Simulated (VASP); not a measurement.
**C: single point with PBEsol**

C:

```
C
1.0
     1.20083   -2.22851    0.00000
     1.20083    2.22851    0.00000
     0.00000    0.00000    7.37782
C
4
Cartesian
  1.2008 1.8571 5.5322
  1.2008 -0.3714 1.8456
  1.2008 -1.8571 1.8456
  1.2008 0.3714 5.5322
```

This cell differs from its parent crystal: normal strain along x -0.0233, normal strain along y +0.0467.

```yaml
Program: VASP 6.6.1
Task: single point
Functional: PBEsol
Potentials_or_basis: VASP PAW PBE potentials, release 64 (C)
Cutoff: 520 eV
k_mesh: 18 × 18 × 6
Occupations: gaussian, width 0.15 eV
Spin: no spin polarisation
```

```json
{
 "Pressure": "-6.4 GPa",
 "Largest force": "0.538 eV/Å"
}
```

Forces on the atoms (eV/Å):
```
C    0.000 -0.538  0.000
C    0.000 -0.538  0.000
C    0.000  0.538  0.000
C    0.000  0.538  0.000
```

Stress tensor (GPa, compression positive):
```
 17.43   0.00   0.00
  0.00 -36.75   0.00
  0.00   0.00   0.07
```

Wall time 80 s on 1 thread of Intel(R) Xeon(R) 6975P-C (Granite Rapids), on a shared host, peak memory 0.28 GiB.

Caveat: the cell differs from its parent crystal (normal strain along x -0.0233, normal strain along y +0.0467); the cell stands under tension; this functional lacks dispersion, which binds the layers, so the pressure and a relaxed spacing across them are unreliable; the PAW data sets were made with another functional, which shifts forces and pressure a little.
